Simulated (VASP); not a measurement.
# BiTe (F-43m) in VASP: further runs

BiTe is run at these levels: r2SCAN+D3(BJ), r2SCAN; tasks: single point.

Program: VASP 6.6.1. These are calculated values, not measurements. Logs are shortened: lines on timing, memory, paths and dates and some standing lists are left out, and cuts for length are marked.

### 1 The cell of the first run

The structure is cubic, space group F-43m (No. 216). The conventional cell has a = 7.194 Å, b = 7.194 Å, c = 7.194 Å, α = 90.00°, β = 90.00°, γ = 90.00°. Within 4.1 Å of Bi (site symmetry -43m) lie 4 Te at 3.12 Å. Te (site symmetry -43m) has 4 Bi at 3.12 Å within 4.1 Å.

### 2 Single point, r2SCAN+D3(BJ)

File POSCAR:

```
BiTe
1.0
    0.0000000000      3.5969558017      3.5969558017
    3.5969558017      0.0000000000      3.5969558017
    3.5969558017      3.5969558017      0.0000000000
Bi Te
1 1
Direct
    0.0000000000      0.0000000000      0.0000000000
    0.2500000000      0.2500000000      0.2500000000
```

File INCAR.step1:

```
SYSTEM = BiTe
PREC     = Accurate       ! precision mode
ENCUT    = 520            ! plane-wave cutoff, eV
ISMEAR   = 0              ! smearing method
SIGMA    = 0.05           ! smearing width, eV
LREAL    = .False.        ! projectors in reciprocal space
LASPH    = .True.         ! aspherical terms in the spheres
NELM     = 60             ! most SCF steps
NBANDS   = 18             ! bands
GGA      = PE             ! functional
ALGO     = Normal         ! electronic algorithm
EDIFF    = 1E-4           ! SCF threshold, eV
LWAVE    = .True.         ! write WAVECAR
LCHARG   = .False.        ! write CHGCAR
```

File INCAR.step2:

```
SYSTEM = BiTe
PREC     = Accurate       ! precision mode
ENCUT    = 520            ! plane-wave cutoff, eV
EDIFF    = 1E-7           ! SCF threshold, eV
ISMEAR   = 0              ! smearing method
SIGMA    = 0.05           ! smearing width, eV
LREAL    = .False.        ! projectors in reciprocal space
LASPH    = .True.         ! aspherical terms in the spheres
NELM     = 60             ! most SCF steps
ALGO     = Normal         ! electronic algorithm
ISIF     = 2              ! what is computed and relaxed
LWAVE    = .False.        ! write WAVECAR
LCHARG   = .False.        ! write CHGCAR
METAGGA  = R2SCAN         ! meta-GGA
LMIXTAU  = .True.       
IVDW     = 12             ! dispersion correction
VDW_S6   = 1.0          
VDW_S8   = 0.78981345   
VDW_A1   = 0.49484001   
VDW_A2   = 5.73083694   
NBANDS   = 18             ! bands
ISTART   = 1
```

File KPOINTS:

```
regular mesh
0
Gamma
  8 8 8
  0 0 0
```

Potentials or basis: VASP PAW PBE potentials, release 64 (Bi_d, Te).

Launch:

```console
> cat potpaw_PBE.64/Bi_d/POTCAR potpaw_PBE.64/Te/POTCAR > POTCAR
> cp INCAR.step1 INCAR
> mpirun -np 1 vasp_std > vasp.out
> cp INCAR.step2 INCAR
> mpirun -np 1 vasp_std > vasp.out
```

OUTCAR:

```text
SYSTEM = BiTe
   PREC = Accurate
   ENCUT = 520
   EDIFF = 1E-7
   ISMEAR = 0
   LREAL = .False.
   LASPH = .True.
   NELM = 60
   ISIF = 2
   METAGGA = R2SCAN
   IVDW = 12
   ISTART = 1
 IVDW          = 12

 ion  position               nearest neighbor table
   1  0.000  0.000  0.000-   2 3.12   2 3.12   2 3.12   2 3.12
   2  0.250  0.250  0.250-   1 3.12   1 3.12   1 3.12   1 3.12

  LATTYP: Found a face centered cubic cell.
 ALAT       =     7.1939116034

  Lattice vectors:

 A1 = (   0.0000000000,   3.5969558017,   3.5969558017)
 A2 = (   3.5969558017,   0.0000000000,   3.5969558017)
 A3 = (   3.5969558017,   3.5969558017,   0.0000000000)

Analysis of symmetry for initial positions (statically):
=====================================================================
 Subroutine PRICEL returns:
 Original cell was already a primitive cell.

 Routine SETGRP: Setting up the symmetry group for a
 face centered cubic supercell.

 Subroutine GETGRP returns: Found 24 space group operations
 (whereof 24 operations were pure point group operations)
 out of a pool of 48 trial point group operations.

The static configuration has the point symmetry T_d .

Analysis of symmetry for dynamics (positions and initial velocities):
=====================================================================
 Subroutine PRICEL returns:
 Original cell was already a primitive cell.

 Routine SETGRP: Setting up the symmetry group for a
 face centered cubic supercell.

 Subroutine GETGRP returns: Found 24 space group operations
 (whereof 24 operations were pure point group operations)
 out of a pool of 48 trial point group operations.

The dynamic configuration has the point symmetry T_d .

 Subroutine INISYM returns: Found 24 space group operations
 (whereof 24 operations are pure point group operations),
 and found     1 'primitive' translations

----------------------------------------------------------------------------------------

                                     Primitive cell

  volume of cell :      93.0755

  direct lattice vectors                    reciprocal lattice vectors
     0.000000000  3.596955802  3.596955802    -0.139006434  0.139006434  0.139006434
     3.596955802  0.000000000  3.596955802     0.139006434 -0.139006434  0.139006434
     3.596955802  3.596955802  0.000000000     0.139006434  0.139006434 -0.139006434

  length of vectors
     5.086863678  5.086863678  5.086863678     0.240766207  0.240766207  0.240766207

  position of ions in fractional coordinates (direct lattice)
     0.000000000  0.000000000  0.000000000
     0.250000000  0.250000000  0.250000000

  ion indices of the primitive-cell ions
   primitive index   ion index
                 1           1
                 2           2

----------------------------------------------------------------------------------------

 KPOINTS: regular mesh

Automatic generation of k-mesh.
 Grid dimensions read from file:
 generate k-points for:    8    8    8

 Generating k-lattice:

  Cartesian coordinates                     Fractional coordinates (reciprocal lattice)
    -0.017375804  0.017375804  0.017375804     0.125000000  0.000000000  0.000000000
     0.017375804 -0.017375804  0.017375804     0.000000000  0.125000000  0.000000000
     0.017375804  0.017375804 -0.017375804     0.000000000  0.000000000  0.125000000

  Length of vectors
     0.030095776  0.030095776  0.030095776

  Shift w.r.t. Gamma in fractional coordinates (k-lattice)
     0.000000000  0.000000000  0.000000000

 Subroutine IBZKPT returns following result:
 ===========================================

 Found     29 irreducible k-points:

 Following reciprocal coordinates:
            Coordinates               Weight
  0.000000  0.000000  0.000000      1.000000
  0.125000  0.000000  0.000000      8.000000
  0.250000  0.000000  0.000000      8.000000
  0.375000  0.000000  0.000000      8.000000
  0.500000  0.000000  0.000000      4.000000
  0.125000  0.125000  0.000000      6.000000
[... 16 lines left out ...]
  0.500000  0.250000  0.125000     48.000000
 -0.375000  0.250000  0.125000     24.000000
 [... further k-points ...]
   k-points           NKPTS =     29   k-points in BZ     NKDIM =     29   number of bands    NBANDS=     18
   number of dos      NEDOS =    301   number of ions     NIONS =      2
   total plane-waves  NPLWV =  64000
   dimension x,y,z NGX =    40 NGY =   40 NGZ =   40
   dimension x,y,z NGXF=    80 NGYF=   80 NGZF=   80
   ions per type =               1   1
   NGX,Y,Z   is equivalent  to a cutoff of  13.07, 13.07, 13.07 a.u.
   NGXF,Y,Z  is equivalent  to a cutoff of  26.15, 26.15, 26.15 a.u.
 SYSTEM =  BiTe
   PREC   = accura    normal or accurate (medium, high low for compatibility)
   ISTART =      1    job   : 0-new  1-cont  2-samecut
   ICHARG =      0    charge: 1-file 2-atom 10-const
   ISPIN  =      1    spin polarized calculation?
   LNONCOLLINEAR =      F non collinear calculations
   LSORBIT =      F    spin-orbit coupling
   LASPH  =      T    aspherical Exc in radial PAW
   ENCUT  =  520.0 eV  38.22 Ry    6.18 a.u.   9.46  9.46  9.46*2*pi/ulx,y,z
   NELM   =     60;   NELMIN=  2; NELMDL=  0     # of ELM steps
   EDIFF  = 0.1E-06   stopping-criterion for ELM
   LREAL  =      F    real-space projection
   EDIFFG = 0.1E-05   stopping-criterion for IOM
   NSW    =      0    number of steps for IOM
   IBRION =     -1    ionic relax: 0-MD 1-quasi-New 2-CG
   NFREE  =      0    steps in history (QN), initial steepest desc. (CG)
   ISIF   =      2    stress and relaxation
   ISYM   =      2    0-nonsym 1-usesym 2-fastsym
   POTIM  = 0.5000    time-step for ionic-motion
   TEBEG  =    0.0;   TEEND  =   0.0 temperature during run
   PSTRESS=    0.0 pullay stress
   NELECT =      21.0000    total number of electrons
   NUPDOWN=      -1.0000    fix difference up-down
   EMIN   =  10.00;   EMAX   =-10.00  energy-range for DOS
   EFERMI =   0.00;   METHOD = LEGACY
   ISMEAR =     0;   SIGMA  =   0.05  broadening in eV -4-tet -1-fermi 0-gaus
   EFERMI_NEDOS =   21; number of points for ismear=-14 and -15
   IALGO  =     38    algorithm
   IMIX   =      4    mixing-type and parameters
     AMIX     =   0.40;   BMIX     =  1.00
     AMIX_MAG =   1.60;   BMIX_MAG =  1.00
  volume/ion in A,a.u.               =      46.54       314.05
  Fermi-wavevector in a.u.,A,eV,Ry     =   0.996635  1.883367 13.514415  0.993281
  Thomas-Fermi vector in A             =   2.128737
   LORBIT       =      0    0 simple, 1 ext, 2 COOP (PROOUT), +10 PAW based schemes
   METAGGA = R2SCAN    functional components
   LHFCALC =     F    Hartree Fock is set to
   AEXX    =    0.0000 exact exchange contribution
   IVDW    =    12    specifies the selected vdW correction
   LEPSILON=     F    determine dielectric tensor
   LRPA    =     F    only Hartree local field effects (RPA)
 non-spin polarized calculation
 Gauss-broadening in eV      SIGMA  =   0.05
  energy-cutoff  :      520.00
  volume of cell :       93.08
 maximum number of plane-waves:      2541
 NGX is ok and might be reduce to    40
   NGX = 19   NGY = 19   NGZ = 19

 number of electron      21.0000000 magnetization

 Free energy of the ion-electron system (eV)
  ---------------------------------------------------
  ext. energy  EPLUGINS =         0.00000000
  ---------------------------------------------------
  free energy    TOTEN  =       -83.41944483 eV

  energy without entropy =      -83.41521682  energy(sigma->0) =      -83.41733082

 E-fermi :   3.9484     XC(G=0):  -8.3057

 val. band max:        3.9305675547   @ k =  -0.3750   0.3750   0.1250
 cond. band min:       3.9999842211   @ k =  -0.2500   0.5000   0.2500
 fundamental gap:      0.0694166664
 Fermi energy:         3.9484300400

 k-point     1 :       0.0000    0.0000    0.0000
  band No.  band energies     occupation
      1     -20.3084      2.00000
      2     -20.3084      2.00000
      3     -20.3084      2.00000
      4     -20.2929      2.00000
      5     -20.2929      2.00000
      6      -9.8863      2.00000
[... 10 lines left out ...]
     17      11.2700      0.00000
     18      11.2700      0.00000

 k-point     2 :       0.1250    0.0000    0.0000
  band No.  band energies     occupation
      1     -20.3087      2.00000
      2     -20.3081      2.00000
      3     -20.3081      2.00000
      4     -20.2929      2.00000
      5     -20.2929      2.00000
      6      -9.7914      2.00000
[... 10 lines left out ...]
     17      10.8536      0.00000
     18      12.1293      0.00000

 k-point     3 :       0.2500    0.0000    0.0000
  band No.  band energies     occupation
      1     -20.3094      2.00000
      2     -20.3074      2.00000
      3     -20.3074      2.00000
      4     -20.2929      2.00000
      5     -20.2929      2.00000
      6      -9.5256      2.00000
[... 10 lines left out ...]
     17      10.6353      0.00000
     18      13.6307      0.00000

 k-point     4 :       0.3750    0.0000    0.0000
  band No.  band energies     occupation
      1     -20.3101      2.00000
      2     -20.3066      2.00000
      3     -20.3066      2.00000
      4     -20.2927      2.00000
      5     -20.2927      2.00000
      6      -9.1720      2.00000
[... 10 lines left out ...]
     17      10.5155      0.00000
     18      13.0173      0.00000

 k-point     5 :       0.5000    0.0000    0.0000
  band No.  band energies     occupation
      1     -20.3104      2.00000
      2     -20.3064      2.00000
      3     -20.3064      2.00000
      4     -20.2927      2.00000
      5     -20.2927      2.00000
      6      -8.9738      2.00000
[... 10 lines left out ...]
     17      10.4904      0.00000
     18      11.9830      0.00000

 k-point     6 :       0.1250    0.1250    0.0000
  band No.  band energies     occupation
      1     -20.3092      2.00000
      2     -20.3078      2.00000
      3     -20.3078      2.00000
      4     -20.2931      2.00000
      5     -20.2928      2.00000
      6      -9.7585      2.00000
[... 307 lines left out ...]
 k-point    21 :       0.5000    0.5000    0.0000
  band No.  band energies     occupation
      1     -20.3136      2.00000
      2     -20.3040      2.00000
      3     -20.3040      2.00000
      4     -20.2941      2.00000
      5     -20.2917      2.00000
      6      -8.0968      2.00000
[... 10 lines left out ...]
     17      11.9029      0.00000
     18      12.0642      0.00000

 k-point    22 :       0.3750    0.2500    0.1250
  band No.  band energies     occupation
      1     -20.3107      2.00000
      2     -20.3065      2.00000
      3     -20.3062      2.00000
      4     -20.2933      2.00000
      5     -20.2924      2.00000
      6      -9.2824      2.00000
[... 10 lines left out ...]
     17      12.0044      0.00000
     18      12.5066      0.00000

 k-point    23 :       0.5000    0.2500    0.1250
  band No.  band energies     occupation
      1     -20.3110      2.00000
      2     -20.3061      2.00000
      3     -20.3055      2.00000
      4     -20.2932      2.00000
      5     -20.2924      2.00000
      6      -8.9210      2.00000
[... 10 lines left out ...]
     17      11.3978      0.00000
     18      12.9198      0.00000

 k-point    24 :      -0.3750    0.2500    0.1250
  band No.  band energies     occupation
      1     -20.3112      2.00000
      2     -20.3060      2.00000
      3     -20.3053      2.00000
      4     -20.2931      2.00000
      5     -20.2925      2.00000
      6      -8.7038      2.00000
[... 10 lines left out ...]
     17      11.0427      0.00000
     18      12.9781      0.00000

 [... further k-points ...]

------------------------ aborting loop because EDIFF is reached ----------------------------------------

 Edisp (eV)   -0.30895

 E8    (eV) :    -0.1184

  FORCE on cell =-STRESS in cart. coord.  units (eV):
  Direction    XX          YY          ZZ          XY          YZ          ZX
  --------------------------------------------------------------------------------------
  -------------------------------------------------------------------------------------
  Total      -0.33642    -0.33642    -0.33642    -0.00000     0.00000     0.00000
  in kB      -5.79099    -5.79099    -5.79099    -0.00000     0.00000     0.00000
  external pressure =       -5.79 kB  Pullay stress =        0.00 kB

 VOLUME and BASIS-vectors are now :
 -----------------------------------------------------------------------------
  energy-cutoff  :      520.00
  volume of cell :       93.08
      direct lattice vectors                 reciprocal lattice vectors
     0.000000000  3.596955802  3.596955802    -0.139006434  0.139006434  0.139006434
     3.596955802  0.000000000  3.596955802     0.139006434 -0.139006434  0.139006434
     3.596955802  3.596955802  0.000000000     0.139006434  0.139006434 -0.139006434

 POSITION                                       TOTAL-FORCE (eV/Angst)
 -----------------------------------------------------------------------------------
      0.00000      0.00000      0.00000        -0.000000     -0.000000     -0.000000
      1.79848      1.79848      1.79848         0.000000      0.000000      0.000000
 -----------------------------------------------------------------------------------
    total drift:                               -0.000000     -0.000000     -0.000000

  FREE ENERGIE OF THE ION-ELECTRON SYSTEM (eV)
  ---------------------------------------------------
  free  energy   TOTEN  =       -83.7283941679 eV

  energy  without entropy=      -83.7241661651  energy(sigma->0) =      -83.72628017
```

It took 2.4 min on 1 thread of Intel Xeon Platinum 8488C (Sapphire Rapids), shared host; peak memory 0.28 GiB.

What came out:

```yaml
Free_energy: -83.7284 eV
Pressure: -0.6 GPa
Band_gap_on_the_k_mesh: zero (an odd number of electrons rules out a gap without spin polarisation)
Dispersion_energy_per_atom: -0.154 eV
```

Levels at points of the mesh, in eV from the Fermi level:
```tsv
k point	band 8	band 9	band 10	band 11	band 12	band 13	band 14	band 15
(0.00, 0.00, 0.00)	-3.03	-3.03	-3.03	-0.24	-0.24	-0.24	3.20	6.28
(0.50, 0.00, 0.00)	-3.68	-3.68	-3.60	0.75	0.75	2.33	5.04	5.75
(0.50, 0.50, 0.00)	-4.40	-4.40	-2.02	-1.04	2.85	2.85	4.91	5.76
```

Caveat: three body term missing; the PAW data sets were made with another functional, which shifts forces and pressure a little; spin-orbit coupling is left out, which moves the levels of the heavy elements; an odd number of electrons without spin polarisation forces a metal; a magnetic or distorted state may lie lower.

### 3 Single point, r2SCAN+D3(BJ)

POSCAR is that of step 2.

File INCAR.step1:

```
SYSTEM = BiTe
PREC = Accurate ; ENCUT = 520
ISMEAR = 1 ; SIGMA = 0.15
LREAL = .FALSE. ; LASPH = .TRUE.
NELM = 80 ; NBANDS = 18
GGA = PE ; ALGO = Normal
EDIFF = 1E-4 ; LWAVE = .TRUE.
LCHARG = .FALSE.
```

File INCAR.step2:

```
SYSTEM = BiTe
PREC = Accurate ; ENCUT = 520
EDIFF = 1E-6 ; ISMEAR = 1
SIGMA = 0.15 ; LREAL = .FALSE.
LASPH = .TRUE. ; NELM = 80
ALGO = Normal ; ISIF = 2
LWAVE = .FALSE. ; LCHARG = .TRUE.
METAGGA = R2SCAN ; LMIXTAU = .TRUE.
IVDW = 12 ; VDW_S6 = 1.0
VDW_S8 = 0.78981345 ; VDW_A1 = 0.49484001
VDW_A2 = 5.73083694 ; LELF = .TRUE.
LVHAR = .TRUE. ; NBANDS = 18
ISTART = 1
```

File KPOINTS:

```
Automatic mesh
0
G
  8 8 8
  0 0 0
```

Potentials or basis: VASP PAW PBE potentials, release 64 (Bi_d, Te).

Launch:

```console
> cat potpaw_PBE.64/Bi_d/POTCAR potpaw_PBE.64/Te/POTCAR > POTCAR
> cp INCAR.step1 INCAR
> mpirun -np 1 vasp_std > vasp.out
> cp INCAR.step2 INCAR
> mpirun -np 1 vasp_std > vasp.out
```

OUTCAR:

```text
SYSTEM = BiTe
   PREC = Accurate
   ENCUT = 520
   EDIFF = 1E-6
   ISMEAR = 1
   LREAL = .FALSE.
   LASPH = .TRUE.
   NELM = 80
   ISIF = 2
   METAGGA = R2SCAN
   IVDW = 12
   ISTART = 1
 IVDW          = 12

 ion  position               nearest neighbor table
   1  0.000  0.000  0.000-   2 3.12   2 3.12   2 3.12   2 3.12
   2  0.250  0.250  0.250-   1 3.12   1 3.12   1 3.12   1 3.12

  LATTYP: Found a face centered cubic cell.
 ALAT       =     7.1939116034

  Lattice vectors:

[... 692 lines left out ...]
------------------------ aborting loop because EDIFF is reached ----------------------------------------

 Edisp (eV)   -0.30895

 E8    (eV) :    -0.1184

  FORCE on cell =-STRESS in cart. coord.  units (eV):
  Direction    XX          YY          ZZ          XY          YZ          ZX
  --------------------------------------------------------------------------------------
  -------------------------------------------------------------------------------------
  Total      -0.33997    -0.33997    -0.33997     0.00000    -0.00000     0.00000
  in kB      -5.85215    -5.85215    -5.85215     0.00000    -0.00000     0.00000
  external pressure =       -5.85 kB  Pullay stress =        0.00 kB

 VOLUME and BASIS-vectors are now :
 -----------------------------------------------------------------------------
  energy-cutoff  :      520.00
  volume of cell :       93.08
      direct lattice vectors                 reciprocal lattice vectors
     0.000000000  3.596955802  3.596955802    -0.139006434  0.139006434  0.139006434
     3.596955802  0.000000000  3.596955802     0.139006434 -0.139006434  0.139006434
     3.596955802  3.596955802  0.000000000     0.139006434  0.139006434 -0.139006434

 POSITION                                       TOTAL-FORCE (eV/Angst)
 -----------------------------------------------------------------------------------
      0.00000      0.00000      0.00000        -0.000000     -0.000000     -0.000000
      1.79848      1.79848      1.79848         0.000000      0.000000      0.000000
 -----------------------------------------------------------------------------------
    total drift:                               -0.000000     -0.000000     -0.000000

  FREE ENERGIE OF THE ION-ELECTRON SYSTEM (eV)
  ---------------------------------------------------
  free  energy   TOTEN  =       -83.7288057580 eV

  energy  without entropy=      -83.7204544617  energy(sigma->0) =      -83.72602199
```

OUTCAR.step1:

```text
SYSTEM = BiTe
   PREC = Accurate
   ENCUT = 520
   ISMEAR = 1
   LREAL = .FALSE.
   LASPH = .TRUE.
[... 726 lines left out ...]
      0.00000      0.00000      0.00000         0.000000      0.000000     -0.000000
      1.79848      1.79848      1.79848        -0.000000     -0.000000      0.000000
 -----------------------------------------------------------------------------------
    total drift:                               -0.000000     -0.000000     -0.000000

  FREE ENERGIE OF THE ION-ELECTRON SYSTEM (eV)
  ---------------------------------------------------
  free  energy   TOTEN  =        -6.6730381457 eV

  energy  without entropy=       -6.6652338923  energy(sigma->0) =       -6.67043673
```

It took 2.2 min on 1 thread of Intel Xeon Platinum 8488C (Sapphire Rapids), shared host; peak memory 0.28 GiB.

What came out:

- Free energy: -83.7288 eV
- Pressure: -0.6 GPa
- Band gap on the k mesh: zero (an odd number of electrons rules out a gap without spin polarisation)
- Dispersion energy per atom: -0.154 eV

Caveat: three body term missing; the PAW data sets were made with another functional, which shifts forces and pressure a little; spin-orbit coupling is left out, which moves the levels of the heavy elements; an odd number of electrons without spin polarisation forces a metal; a magnetic or distorted state may lie lower.

[end of part 1 of 2]

The gap in the log of VASP goes by the Fermi energy; the results here count the filled bands.